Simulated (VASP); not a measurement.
# Co8Si14Ge (a cell with a defect) in VASP: further runs

Runs on Co8Si14Ge (a cell with a defect). Level: PBE. Tasks: single point.

Everything below comes from runs of VASP 6.6.1. Logs are shortened: lines on timing, memory, paths and dates and some standing lists are left out, and cuts for length are marked.

### 1 The cell of the first run

The cell holds a defect, 23 atoms: a = 7.575 Å, b = 7.575 Å, c = 7.575 Å, α = 60.00°, β = 60.00°, γ = 60.00°.

### 2 Single point, PBE, collinear spin, zero start

Input file INCAR:

```
PREC = Accurate
ENCUT = 520
EDIFF = 1E-6
ISMEAR = -1
SIGMA = 0.02
LREAL = Auto
LASPH = T
NELM = 150
ALGO = Normal
ISIF = 2
LWAVE = F
LCHARG = F
ISPIN = 2
MAGMOM = 0 0 0 0 0 0 0 0 0 0 0 0 0 0 0 0 0 0 0 0 0 0 0
LORBIT = 11
LMAXMIX = 4
GGA = PE
NBANDS = 92
```

Input file KPOINTS:

```
regular mesh
0
Gamma
  2 2 2
```

Input file POSCAR:

```
Co8Si14Ge
1.0
    0.0000000000      5.3560000000      5.3560000000
    5.3560000000      0.0000000000      5.3560000000
    5.3560000000      5.3560000000      0.0000000000
Co Si Ge
8 14 1
Direct
   -0.0248321509      0.0137785661      0.0140487304
    0.0015444361     -0.0051015683      0.5027061240
    0.0015906460      0.5032928491     -0.0058908701
    0.0206600075      0.4862399178      0.4865362211
    0.4961088499      0.0162257282      0.0165354742
    0.4996397498     -0.0399662995      0.5417525205
    0.4994662995      0.5454442681     -0.0422767924
    0.5077795930      0.4866677558      0.4870000934
    0.1156416169      0.1336466580      0.1331027819
    0.1195257655      0.1186039955      0.6383933906
    0.3758161875      0.3805773898      0.8599323189
    0.1189627521      0.6382385176      0.1188434466
    0.3762345967      0.8599793689      0.3808748133
    0.1226050224      0.6267762323      0.6259005788
    0.3473984317      0.9020836445      0.9045151232
    0.8850474235      0.3652268484      0.3647074309
    0.6243649178      0.1189745146      0.6376490851
    0.8799256908      0.3783603435      0.8650492905
    0.6247297423      0.6373449403      0.1192655900
    0.8794626587      0.8649902913      0.3786420836
    0.6524267177      0.5972450523      0.5992773525
    0.8747057506      0.8749863704      0.8744118745
    0.5354113144      0.2014025392      0.2056271471
```

Potentials or basis: VASP PAW PBE potentials, release 64 (Co, Si, Ge_d).

On the command line:

```console
$ cat potpaw_PBE.64/Co/POTCAR potpaw_PBE.64/Si/POTCAR potpaw_PBE.64/Ge_d/POTCAR > POTCAR
$ mpirun -np 1 vasp_std > vasp.out
```

OUTCAR:

```text
PREC = Accurate
   ENCUT = 520
   EDIFF = 1E-6
   ISMEAR = -1
   LREAL = Auto
   LASPH = T
   NELM = 150
   ISIF = 2
   ISPIN = 2
   LORBIT = 11
   GGA = PE

 ion  position               nearest neighbor table
   1  0.975  0.014  0.014-  20 2.26  18 2.26  15 2.31  12 2.33  10 2.33   9 2.35  22 2.35  23 2.78

   2  0.002  0.995  0.503-  14 2.28   9 2.29  16 2.29  22 2.30  13 2.32  20 2.33  17 2.33  10 2.33

   3  0.002  0.503  0.994-  14 2.28   9 2.29  16 2.29  22 2.30  11 2.32  18 2.32  19 2.33  12 2.33
[... 22 lines left out ...]
                            12 2.72  10 2.73
  17  0.624  0.119  0.638-   8 2.28   2 2.33   5 2.35   6 2.36  11 2.60  22 2.61  15 2.66  16 2.72
                            20 2.75
  18  0.880  0.378  0.865-   1 2.26   3 2.32   4 2.34   7 2.37  10 2.61  14 2.63  21 2.65   9 2.70
                            19 2.75  23 2.93
  19  0.625  0.637  0.119-   8 2.28   3 2.33   5 2.35   7 2.36  13 2.60  22 2.61  15 2.65  16 2.71
                            18 2.75
  20  0.879  0.865  0.379-   1 2.26   2 2.33   4 2.35   6 2.36  12 2.61  14 2.63  21 2.66   9 2.71
                            17 2.75  23 2.90
  21  0.652  0.597  0.599-   7 2.26   8 2.28   4 2.28   6 2.28  16 2.50  11 2.65  18 2.65  13 2.66
                            20 2.66
  22  0.875  0.875  0.874-   3 2.30   2 2.30   1 2.35   5 2.35  17 2.61  19 2.61  10 2.62  12 2.62
                            14 2.66
  23  0.535  0.201  0.206-   6 2.25   7 2.30   5 2.64   1 2.78  13 2.83  11 2.85  20 2.90  18 2.93

  LATTYP: Found a face centered cubic cell.
 ALAT       =    10.7120000000

  Lattice vectors:

 A1 = (   0.0000000000,   5.3560000000,   5.3560000000)
 A2 = (   5.3560000000,   0.0000000000,   5.3560000000)
 A3 = (   5.3560000000,   5.3560000000,   0.0000000000)

Analysis of symmetry for initial positions (statically):
=====================================================================
 Subroutine PRICEL returns:
 Original cell was already a primitive cell.

 Routine SETGRP: Setting up the symmetry group for a
 face centered cubic supercell.

 Subroutine GETGRP returns: Found  1 space group operations
 (whereof  1 operations were pure point group operations)
 out of a pool of 48 trial point group operations.

The static configuration has the point symmetry C_1 .

Analysis of symmetry for dynamics (positions and initial velocities):
=====================================================================
 Subroutine PRICEL returns:
 Original cell was already a primitive cell.

 Routine SETGRP: Setting up the symmetry group for a
 face centered cubic supercell.

[... 186 lines left out ...]
  ext. energy  EPLUGINS =         0.00000000
  ---------------------------------------------------
  free energy    TOTEN  =      -144.33156388 eV

  energy without entropy =     -144.30459302  energy(sigma->0) =     -144.31807845

 E-fermi :   9.4417     XC(G=0): -11.6048

 val. band max:        9.4355692053   @ k =   0.0000   0.5000   0.5000
 cond. band min:       9.4477673359   @ k =   0.0000   0.5000   0.0000
 fundamental gap:      0.0121981306
 Fermi energy:         9.4417260544

 spin component 1

 k-point     1 :       0.0000    0.0000    0.0000
  band No.  band energies     occupation
      1     -15.3246      1.00000
      2     -15.3178      1.00000
      3     -15.2406      1.00000
      4     -15.2324      1.00000
      5     -15.2242      1.00000
      6      -3.4985      1.00000
[... 677 lines left out ...]
     82      12.4162      0.00000
     83      12.4275      0.00000
 Fermi energy:         9.4417260544

 spin component 2

 k-point     1 :       0.0000    0.0000    0.0000
  band No.  band energies     occupation
      1     -15.3246      1.00000
      2     -15.3178      1.00000
      3     -15.2406      1.00000
      4     -15.2324      1.00000
      5     -15.2242      1.00000
      6      -3.4986      1.00000
[... 677 lines left out ...]
     82      12.4162      0.00000
     83      12.4275      0.00000
 [bands above 83 left out]

------------------------ aborting loop because EDIFF is reached ----------------------------------------

  FORCE on cell =-STRESS in cart. coord.  units (eV):
  Direction    XX          YY          ZZ          XY          YZ          ZX
  --------------------------------------------------------------------------------------
  -------------------------------------------------------------------------------------
  Total        2.3165058      0.6684748      0.6012686      0.1438762     -9.5184426     -0.0015687
  in kB       12.0779233      3.4853300      3.1349270      0.7501496    -49.6277719     -0.0081792
  external PRESSURE =       6.2327268 kB  Pullay stress =       0.0000000 kB

 VOLUME and BASIS-vectors are now :
 -----------------------------------------------------------------------------
  energy-cutoff  :      520.00
  volume of cell :      307.29
      direct lattice vectors                 reciprocal lattice vectors
     0.000000000  5.356000000  5.356000000    -0.093353249  0.093353249  0.093353249
     5.356000000  0.000000000  5.356000000     0.093353249 -0.093353249  0.093353249
     5.356000000  5.356000000  0.000000000     0.093353249  0.093353249 -0.093353249

 POSITION                                       TOTAL-FORCE (eV/Angst)
 -----------------------------------------------------------------------------------
      0.14904      5.29824      5.29680         0.087631     -0.007883      0.011391
      8.02117      2.70077      5.33695         0.078656      0.068835     -0.131280
      8.02008      5.33297      2.70416         0.088780     -0.112666      0.062682
      5.21019      2.71654      2.71496        -0.088192      0.037139      0.058040
      0.17547      2.74572      2.74406        -0.014231     -0.073244     -0.048294
      8.04357      5.57770      7.81801         0.176317      0.292449     -0.331395
[... 15 lines left out ...]
      9.36978      9.36827      9.37135         0.204600      0.014609      0.005608
      2.18005      3.96900      3.94637        -0.688651     -0.204908      0.379921
 -----------------------------------------------------------------------------------
    total drift:                                0.002106      0.001991     -0.001065

  FREE ENERGIE OF THE ION-ELECTRON SYSTEM (eV)
  ---------------------------------------------------
  free  energy   TOTEN  =      -144.3315638847 eV

  energy  without entropy=     -144.3045930160  energy(sigma->0) =     -144.31807845

 total charge

# of ion       s       p       d       tot
------------------------------------------
    1        0.524   0.651   7.590   8.765
    2        0.543   0.738   7.615   8.896
    3        0.544   0.740   7.615   8.899
    4        0.518   0.607   7.570   8.695
    5        0.519   0.648   7.584   8.752
    6        0.511   0.624   7.554   8.689
[... 15 lines left out ...]
   22        0.722   0.881   0.000   1.603
   23        1.164   1.054  10.066  12.283
--------------------------------------------------
tot         15.573  18.530  70.719 104.822

 magnetization (x)

# of ion       s       p       d       tot
------------------------------------------
    1       -0.000  -0.000  -0.000  -0.000
    2       -0.000  -0.000  -0.000  -0.000
    3       -0.000  -0.000  -0.000  -0.000
    4       -0.000  -0.000  -0.000  -0.000
    5       -0.000  -0.000  -0.000  -0.000
    6       -0.000  -0.000  -0.000  -0.000
[... 15 lines left out ...]
   22       -0.000  -0.000   0.000  -0.000
   23       -0.000   0.000  -0.000  -0.000
--------------------------------------------------
tot         -0.000  -0.000  -0.000  -0.000
```

stdout:

```text
POSCAR found type information on POSCAR CoSiGe
 POSCAR found :  3 types and      23 ions
 scaLAPACK will be used
 LDA part: xc-table for (Slater+PW92), standard interpolation
 POSCAR, INCAR and KPOINTS ok, starting setup
 FFT: planning ... GRIDC
 FFT: planning ... GRID_SOFT
 FFT: planning ... GRID
 WAVECAR not read
 entering main loop
```

It took 17 min on 1 thread of Intel Xeon 6975P-C (Granite Rapids), shared host; peak memory 0.72 GiB.

What came out:

| Item | Value |
| --- | --- |
| Free energy | -144.3316 eV |
| Pressure | 0.6 GPa |
| Largest force | 0.813 eV/Å |
| Band gap on the k mesh | zero (filled and empty bands overlap) |
| Net moment | 0.00 μB per cell |
| Valence electrons inside the program's atomic spheres | Co 8.77, 8.90, 8.70, 8.75, 8.69, 8.68, 8.72; Si 1.61, 1.60; Ge 12.28 |

Forces on the atoms (eV/Å):
```
Co   0.088 -0.008  0.011
Co   0.079  0.069 -0.131
Co   0.089 -0.113  0.063
Co  -0.088  0.037  0.058
Co  -0.014 -0.073 -0.048
Co   0.176  0.292 -0.331
Co  -0.006  0.063 -0.187
Co  -0.117 -0.092 -0.073
Si   0.009  0.022  0.007
Si  -0.148  0.020 -0.094
Si   0.309 -0.009  0.070
Si  -0.171 -0.071  0.039
Si   0.260  0.044 -0.058
Si  -0.308  0.014 -0.009
Si  -0.377 -0.074  0.109
Si   0.098  0.018  0.008
Si  -0.105  0.113 -0.093
Si   0.209 -0.111  0.172
Si  -0.110 -0.097  0.113
Si   0.176  0.194 -0.093
Si   0.436 -0.048  0.083
Si   0.205  0.015  0.006
Ge  -0.689 -0.205  0.380
```

Levels at points of the mesh, in eV from the Fermi level:
Spin up:
| k point | band 67 | band 68 | band 69 | band 70 | band 71 | band 72 | band 73 | band 74 | band 75 | band 76 |
| --- | --- | --- | --- | --- | --- | --- | --- | --- | --- | --- |
| (0.00, 0.00, 0.00) | -0.32 | -0.24 | -0.01 | 0.11 | 0.23 | 0.50 | 0.76 | 1.07 | 1.28 | 1.57 |
| (0.50, 0.00, 0.00) | -0.65 | -0.55 | -0.50 | -0.34 | -0.16 | 0.03 | 0.17 | 1.28 | 1.38 | 1.39 |
| (0.00, 0.50, 0.00) | -0.68 | -0.60 | -0.59 | -0.54 | -0.36 | -0.16 | 0.01 | 1.16 | 1.45 | 1.51 |
| (0.00, 0.00, 0.50) | -0.68 | -0.61 | -0.59 | -0.53 | -0.37 | -0.16 | 0.01 | 1.17 | 1.44 | 1.51 |
| (0.50, 0.50, 0.50) | -0.64 | -0.56 | -0.51 | -0.33 | -0.22 | 0.02 | 0.25 | 1.26 | 1.37 | 1.44 |
| (0.50, 0.50, 0.00) | -0.55 | -0.29 | -0.20 | -0.04 | -0.03 | 0.17 | 0.21 | 0.52 | 0.61 | 0.92 |
| (0.00, 0.50, 0.50) | -0.50 | -0.21 | -0.15 | -0.12 | -0.01 | 0.27 | 0.38 | 0.43 | 0.61 | 1.11 |
| (0.50, 0.00, 0.50) | -0.55 | -0.28 | -0.21 | -0.04 | -0.03 | 0.18 | 0.20 | 0.52 | 0.61 | 0.91 |
Spin down:
| k point | band 68 | band 69 | band 70 | band 71 | band 72 | band 73 | band 74 | band 75 |
| --- | --- | --- | --- | --- | --- | --- | --- | --- |
| (0.00, 0.00, 0.00) | -0.24 | -0.01 | 0.11 | 0.23 | 0.50 | 0.76 | 1.07 | 1.28 |
| (0.50, 0.00, 0.00) | -0.55 | -0.50 | -0.34 | -0.16 | 0.03 | 0.17 | 1.28 | 1.38 |
| (0.00, 0.50, 0.00) | -0.60 | -0.59 | -0.54 | -0.36 | -0.16 | 0.01 | 1.16 | 1.45 |
| (0.00, 0.00, 0.50) | -0.61 | -0.59 | -0.53 | -0.37 | -0.16 | 0.01 | 1.16 | 1.44 |
| (0.50, 0.50, 0.50) | -0.56 | -0.51 | -0.33 | -0.22 | 0.02 | 0.25 | 1.26 | 1.37 |
| (0.50, 0.50, 0.00) | -0.29 | -0.20 | -0.04 | -0.03 | 0.17 | 0.21 | 0.52 | 0.61 |
| (0.00, 0.50, 0.50) | -0.21 | -0.15 | -0.12 | -0.01 | 0.27 | 0.38 | 0.43 | 0.61 |
| (0.50, 0.00, 0.50) | -0.28 | -0.21 | -0.04 | -0.03 | 0.18 | 0.20 | 0.52 | 0.61 |

Caveat: the k points lie up to 0.51 Å⁻¹ apart.

### 3 Single point, PBE, collinear spin, zero start

Input file INCAR:

```
  ALGO = Normal
  EDIFF = 1E-7
  ENCUT = 520
  GGA = PE
  ISIF = 2
  ISMEAR = -1
  ISPIN = 2
  LASPH = T
  LCHARG = F
  LMAXMIX = 4
  LORBIT = 11
  LREAL = Auto
  LWAVE = F
  MAGMOM = 0 0 0 0 0 0 0 0 0 0 0 0 0 0 0 0 0 0 0 0 0 0 0
  NBANDS = 92
  NELM = 150
  PREC = Accurate
  SIGMA = 0.02
```

Input file KPOINTS:

```
k-points
0
Gamma
  2 2 2
```

Input file POSCAR:

```
Co8Si14Ge
1.0
    0.0000000000      5.3560000000      5.3560000000
    5.3560000000      0.0000000000      5.3560000000
    5.3560000000      5.3560000000      0.0000000000
Co Si Ge
8 14 1
Direct
   -0.0222212472      0.0108358850      0.0109232636
    0.0023500747     -0.0051501120      0.5007712845
    0.0025472367      0.5011667289     -0.0058476475
    0.0137838872      0.4911518857      0.4911341486
    0.4981221060      0.0110147498      0.0113603435
    0.4991423637     -0.0277848208      0.5301690627
    0.4983277633      0.5324220500     -0.0278929238
    0.5069571509      0.4900239918      0.4902459858
    0.1200136296      0.1297554145      0.1294400672
    0.1220549851      0.1194381068      0.6325327670
    0.3745677745      0.3800838312      0.8658345780
    0.1219833831      0.6324529500      0.1194447349
    0.3747683906      0.8663649178      0.3801315347
    0.1232905153      0.6255903659      0.6249520164
    0.3542763256      0.8959477222      0.8987851008
    0.8848997386      0.3681025019      0.3675911128
    0.6257154593      0.1187712845      0.6345489171
    0.8778777072      0.3789284914      0.8688172143
    0.6259886109      0.6342604556      0.1188517550
    0.8771628081      0.8694275579      0.3788989918
    0.6428330844      0.6066887603      0.6084781553
    0.8730339806      0.8759751680      0.8755072816
    0.5821323749      0.1595410754      0.1611239731
```

Potentials or basis: VASP PAW PBE potentials, release 64 (Co, Si, Ge_d).

On the command line:

```console
$ cat potpaw_PBE.64/Co/POTCAR potpaw_PBE.64/Si/POTCAR potpaw_PBE.64/Ge_d/POTCAR > POTCAR
$ mpirun -np 1 vasp_std > vasp.out
```

OUTCAR:

```text
EDIFF = 1E-7
   ENCUT = 520
   GGA = PE
   ISIF = 2
   ISMEAR = -1
   ISPIN = 2
   LASPH = T
   LORBIT = 11
   LREAL = Auto
   NELM = 150
   PREC = Accurate

 ion  position               nearest neighbor table
   1  0.978  0.011  0.011-  20 2.28  18 2.28  22 2.32  15 2.33  12 2.34  10 2.34   9 2.35  23 2.46

   2  0.002  0.995  0.501-  14 2.28   9 2.30  13 2.30  20 2.30  16 2.31  22 2.32  10 2.33  17 2.33

   3  0.003  0.501  0.994-  14 2.28   9 2.30  11 2.30  18 2.30  16 2.31  22 2.32  12 2.33  19 2.33
[... 22 lines left out ...]
                            19 2.72  17 2.73
  17  0.626  0.119  0.635-   8 2.30   2 2.33   5 2.33   6 2.34  22 2.62  11 2.64  15 2.66  20 2.70
                            16 2.73
  18  0.878  0.379  0.869-   1 2.28   3 2.30   4 2.34   7 2.36  14 2.64  10 2.66  21 2.66   9 2.69
                            19 2.71  23 2.79
  19  0.626  0.634  0.119-   8 2.30   3 2.33   7 2.33   5 2.33  22 2.62  15 2.64  13 2.65  18 2.71
                            16 2.72
  20  0.877  0.869  0.379-   1 2.28   2 2.30   4 2.34   6 2.35  14 2.64  12 2.66  21 2.67   9 2.70
                            17 2.70  23 2.77
  21  0.643  0.607  0.608-   7 2.27   6 2.28   8 2.29   4 2.30  16 2.57  11 2.66  18 2.66  13 2.66
                            20 2.67  15 3.10
  22  0.873  0.876  0.876-   2 2.32   3 2.32   5 2.32   1 2.32  17 2.62  19 2.62  10 2.64  12 2.64
                            14 2.68
[... 1626 lines left out ...]
  energy-cutoff  :      520.00
  volume of cell :      307.29
      direct lattice vectors                 reciprocal lattice vectors
     0.000000000  5.356000000  5.356000000    -0.093353249  0.093353249  0.093353249
     5.356000000  0.000000000  5.356000000     0.093353249 -0.093353249  0.093353249
     5.356000000  5.356000000  0.000000000     0.093353249  0.093353249 -0.093353249

 POSITION                                       TOTAL-FORCE (eV/Angst)
 -----------------------------------------------------------------------------------
      0.11654      5.29549      5.29502        -0.143356      0.136591      0.158207
      8.01055      2.69472      5.34100         0.119619      0.059520     -0.085221
      8.00893      5.33832      2.69789         0.128875     -0.079234      0.053952
      5.26112      2.70434      2.70444        -0.098875      0.100679      0.107365
      0.11984      2.72879      2.72694        -0.155148     -0.179716     -0.146742
      8.04677      5.51299      7.88059         0.261509      0.093348     -0.137241
[... 15 lines left out ...]
      9.38094      9.36519      9.36769         0.001108      0.031652      0.021903
      1.71748      3.98088      3.97240        -0.285980      0.057997      0.244907
 -----------------------------------------------------------------------------------
    total drift:                               -0.006394      0.003140      0.001635

  FREE ENERGIE OF THE ION-ELECTRON SYSTEM (eV)
  ---------------------------------------------------
  free  energy   TOTEN  =      -144.6647218542 eV

  energy  without entropy=     -144.6327972286  energy(sigma->0) =     -144.64875954

 total charge

# of ion       s       p       d       tot
------------------------------------------
    1        0.528   0.671   7.602   8.801
    2        0.543   0.735   7.614   8.892
    3        0.544   0.735   7.615   8.894
    4        0.514   0.614   7.557   8.685
    5        0.534   0.708   7.603   8.845
    6        0.517   0.611   7.548   8.677
[... 15 lines left out ...]
   22        0.718   0.875   0.000   1.593
   23        1.121   1.175  10.092  12.387
--------------------------------------------------
tot         15.526  18.673  70.734 104.932

 magnetization (x)

# of ion       s       p       d       tot
------------------------------------------
    1        0.000   0.000   0.000   0.000
    2        0.000   0.000   0.000   0.000
    3        0.000   0.000   0.000   0.000
    4        0.000   0.000   0.001   0.001
    5        0.000   0.000   0.000   0.000
    6        0.000   0.000   0.001   0.001
[... 15 lines left out ...]
   22        0.000   0.000   0.000   0.000
   23        0.000   0.000   0.000   0.000
--------------------------------------------------
tot          0.000   0.001   0.003   0.004
```

It took 21 min on 1 thread of Intel Xeon Platinum 8488C (Sapphire Rapids), shared host; peak memory 0.71 GiB.

What came out:

```
Free energy                                           : -144.6647 eV
Pressure                                              : 0.6 GPa
Largest force                                         : 0.394 eV/Å
Band gap on the k mesh                                : zero (filled and empty bands overlap)
Net moment                                            : 0.00 μB per cell
Valence electrons inside the program's atomic spheres : Co 8.80, 8.89, 8.69, 8.85, 8.68; Si 1.60, 1.61, 1.59; Ge 12.39
```

Forces on the atoms (eV/Å):
```
Co  -0.143  0.137  0.158
Co   0.120  0.060 -0.085
Co   0.129 -0.079  0.054
Co  -0.099  0.101  0.107
Co  -0.155 -0.180 -0.147
Co   0.262  0.093 -0.137
Co   0.040  0.033 -0.116
Co  -0.070 -0.117 -0.101
Si   0.146 -0.012 -0.019
Si  -0.101  0.017 -0.099
Si   0.262 -0.045  0.041
Si  -0.095 -0.107  0.001
Si   0.219  0.030 -0.111
Si  -0.190  0.053  0.050
Si  -0.356 -0.168  0.020
Si   0.040 -0.032 -0.044
Si  -0.152  0.032  0.002
Si   0.213 -0.068  0.128
Si  -0.133  0.028  0.046
Si   0.175  0.174 -0.061
Si   0.176 -0.042  0.044
Si   0.001  0.032  0.022
Ge  -0.286  0.058  0.245
```

Stress tensor (GPa, compression positive):
```
 0.49  0.51  0.50
 0.51  0.63 -2.37
 0.50 -2.37  0.63
```

Caveat: the k points lie up to 0.51 Å⁻¹ apart.
